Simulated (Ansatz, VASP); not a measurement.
## One calculation of Bi, two programs

File POSCAR:

```
Bi
1.0
   -1.9409818243      1.9409818243      1.9409818243
    1.9409818243     -1.9409818243      1.9409818243
    1.9409818243      1.9409818243     -1.9409818243
Bi
1
Direct
    0.0000000000      0.0000000000      0.0000000000
```

File INCAR.step1:

```
ALGO = Normal
EDIFF = 1E-5
ENCUT = 520
GGA = PE
ISIF = 2
ISMEAR = -1
LASPH = T
LCHARG = F
LREAL = F
LWAVE = T
NBANDS = 14
NELM = 80
PREC = Accurate
SIGMA = 0.05
```

INCAR.step2

```
AEXX = 0.2
AGGAC = 0.81
AGGAX = 0.72
ALDAC = 0.19
ALGO = Normal
EDIFF = 1E-6
ENCUT = 520
GGA = B5
ISIF = 2
ISMEAR = -1
ISTART = 1
LASPH = T
LCHARG = F
LHFCALC = T
LREAL = F
LWAVE = F
NBANDS = 14
NELM = 80
PREC = Accurate
PRECFOCK = Normal
SIGMA = 0.05
```

KPOINTS

```
k-points
0
Gamma
  5 5 5
```

The input input.yaml:

```yaml
crystal:
  lattice:
    - [-1.9409818243, 1.9409818243, 1.9409818243]
    - [1.9409818243, -1.9409818243, 1.9409818243]
    - [1.9409818243, 1.9409818243, -1.9409818243]
  atoms:
    - { symbol: Bi, position: [0.0, 0.0, 0.0] }
hamiltonian:
  xc: b3lyp5
  pseudopotentials: { kind: paw }
kpoints:
  mp_grid: { grid: [5, 5, 5] }
scf:
  occupations: { method: fermi_dirac, width: 0.05 }
output:
  forces: true
  stress: true
  eigenvalues: true
  write_density: true
  write_potential: true
  elf: true
  volumetric_format: npy
```

Alike in both runs: task single point; functional B3LYP5; k mesh 5 × 5 × 5; occupations fermi-dirac, width 0.05 eV; no spin polarisation.

|  | VASP | Ansatz |
| --- | --- | --- |
| version | VASP 6.6.1 | Ansatz 0.2.0 |
| potentials or method | VASP PAW PBE potentials, release 64 (Bi_d) | Ansatz PAW |
| plane-wave cutoff (eV) | 520 | 420 |
| valence electrons in the cell | 15 | 15 |

|  | VASP | Ansatz | Ansatz less VASP |
| --- | --- | --- | --- |
| gap on the k mesh at the Fermi level (eV) | none | none | - |
| pressure (GPa) | 6.2 | 6.2 | -0.08 |

VASP's potentials were made for PBE, not for B3LYP5. A gap of «none» marks a metal or a gap that the smearing closes.

The k mesh is coarse, so the values compare programs but aren't converged. Neither program's run includes spin-orbit coupling.
